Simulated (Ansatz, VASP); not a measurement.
**One calculation of CrC5, two programs**

File INCAR:

```
SYSTEM = CrC5
  PREC = Accurate
  ENCUT = 520
  EDIFF = 1E-6
  ISMEAR = 0
  SIGMA = 0.2
  LREAL = .FALSE.
  LASPH = .TRUE.
  NELM = 150
  ALGO = Normal
  ISIF = 2
  LWAVE = .FALSE.
  LCHARG = .FALSE.
  ISPIN = 2
  MAGMOM = 0.53 0.53 0 0 0 0 0 0 0 0 0 0
  LORBIT = 11
  LMAXMIX = 4
  GGA = PE
  NBANDS = 48
```

KPOINTS

```
Automatic mesh
0
G
  12 12 1
  0 0 0
```

File POSCAR:

```
CrC5
1.0
    2.4949387846      0.0000000000      0.0000000000
   -1.2474693923      2.1606803684      0.0000000000
    0.0000000000      0.0000000000     22.5448918397
Cr C
2 10
Direct
    0.6666666667      0.3333333333      0.5459655070
    0.3333333333      0.6666666667      0.4540344930
    0.0000000000      0.0000000000      0.8137974917
    0.6666666667      0.3333333333      0.8137853839
    0.3333333333      0.6666666667      0.0000109821
    0.6666666667      0.3333333333      0.9999890179
    0.0000000000      1.0000000000      0.1862025083
    0.3333333333      0.6666666667      0.1862146161
    0.0000000000      0.0000000000      0.6334282575
    0.3333333333      0.6666666667      0.6329927527
    0.0000000000      0.0000000000      0.3665717425
    0.6666666667      0.3333333333      0.3670072473
```

Input for Ansatz:

```yaml
crystal:
  lattice:
    - [2.4949387846, 0.0, 0.0]
    - [-1.2474693923, 2.1606803684, 0.0]
    - [0.0, 0.0, 22.5448918397]
  atoms:
    - { symbol: Cr, position: [0.6666666667, 0.3333333333, 0.545965507], spin: 0.53 }
    - { symbol: Cr, position: [0.3333333333, 0.6666666667, 0.454034493], spin: 0.53 }
    - { symbol: C, position: [0.0, 0.0, 0.8137974917] }
    - { symbol: C, position: [0.6666666667, 0.3333333333, 0.8137853839] }
    - { symbol: C, position: [0.3333333333, 0.6666666667, 1.09821e-05] }
    - { symbol: C, position: [0.6666666667, 0.3333333333, 0.9999890179] }
    - { symbol: C, position: [0.0, 1.0, 0.1862025083] }
    - { symbol: C, position: [0.3333333333, 0.6666666667, 0.1862146161] }
    - { symbol: C, position: [0.0, 0.0, 0.6334282575] }
    - { symbol: C, position: [0.3333333333, 0.6666666667, 0.6329927527] }
    - { symbol: C, position: [0.0, 0.0, 0.3665717425] }
    - { symbol: C, position: [0.6666666667, 0.3333333333, 0.3670072473] }
basis:
  ecutwfc: 420
kpoints:
  mp_grid: { grid: [12, 12, 1] }
hamiltonian:
  xc: pbe
scf:
  occupations: { method: gaussian, width: 0.2 }
  lower_state_search: "off"
output:
  forces: true
  stress: true
  eigenvalues: true
  populations: true
magnetization:
  spin_polarized: true
```

Alike in both runs: task single point; functional PBE; k mesh 12 × 12 × 1; occupations gaussian, width 0.2 eV; collinear spin.

|  | VASP | Ansatz |
| --- | --- | --- |
| version | VASP 6.6.1 | Ansatz 0.2.0 |
| potentials or method | VASP PAW PBE potentials, release 64 (Cr_pv, C), cutoff 520 eV | scalar-relativistic, plane waves, PAW |
| valence electrons in the cell | 64 | 68 |

|  | VASP | Ansatz | Ansatz less VASP |
| --- | --- | --- | --- |
| gap on the k mesh at the Fermi level (eV) | none | none | - |
| pressure (GPa) | 0.2 | 0.0 | -0.22 |
| traceless stress, the component that is largest in VASP (GPa) | -0.06 | 0.28 | +0.344 |
| rms of the force components (eV/Å) | 0.009 | 0.006 | -0.0032 |
| net moment per atom (μB) | 0.07 | 0.07 | 0.000 |
| size of the moment on the site where the two differ most (μB) | 0.41 | 0.39 | -0.024 |

Site moments also hang on the region over which each program counts them. Atom by atom the forces differ by 0.005 eV/Å (rms over components). A gap of «none» marks a metal or a gap that the smearing closes. VASP's potentials hold 64 valence electrons a cell and Ansatz's 68, so a difference there can come from the potentials and not from the codes.
